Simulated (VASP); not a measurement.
Wanted: the native input for a VASP 6.6.1 run.

```
Task                   : single point
Functional             : PBEsol
Potentials or basis    : VASP PAW PBE potentials, release 64 (Si)
Cutoff                 : 520 eV
k mesh                 : 9 × 9 × 6
Occupations            : gaussian, width 0.01 eV
Spin                   : no spin polarisation
Dipole correction      : no
Further INCAR settings : ALGO = Normal; EDIFF = 1e-07; NBANDS = 16
```

The structure of Si lies in POSCAR:

```
Si
1.0
    3.8246867517      0.0000000000      0.0000000000
   -1.9123433759      3.3122758885      0.0000000000
    0.0000000000      0.0000000000      6.3246568461
Si
4
Direct
    0.3333333333      0.6666666667      0.0000084618
    0.6666666667      0.3333333333      0.5000084618
    0.3333333333      0.6666666667      0.3739915382
    0.6666666667      0.3333333333      0.8739915382
```

One way to write it, as run:

INCAR

```
SYSTEM = Si
PREC     = Accurate       ! precision mode
ENCUT    = 520            ! plane-wave cutoff, eV
EDIFF    = 1E-7           ! SCF threshold, eV
ISMEAR   = 0              ! smearing method
SIGMA    = 0.01           ! smearing width, eV
LREAL    = .FALSE.        ! projectors in reciprocal space
LASPH    = .TRUE.         ! aspherical terms in the spheres
NELM     = 80             ! most SCF steps
ALGO     = Normal         ! electronic algorithm
ISIF     = 2              ! what is computed and relaxed
LWAVE    = .FALSE.        ! write WAVECAR
LCHARG   = .FALSE.        ! write CHGCAR
GGA      = PS             ! functional
NBANDS   = 16             ! bands
```

KPOINTS

```
regular mesh
0
G
  9 9 6
  0 0 0
```

Potentials or basis: VASP PAW PBE potentials, release 64 (Si).

The run is started by

```sh
$ cat potpaw_PBE.64/Si/POTCAR > POTCAR
$ mpirun -np 1 vasp_std > vasp.out
```

Results of the run:

```yaml
Pressure: 0.1 GPa
Band_gap_on_the_k_mesh: 0.33 eV, indirect (least direct gap 0.97 eV)
```

Caveat: the PAW data sets were made with another functional, which shifts forces and pressure a little.

Run time: 100 s on 1 thread of AMD EPYC 7R13, on a shared host, peak memory 0.17 GiB.
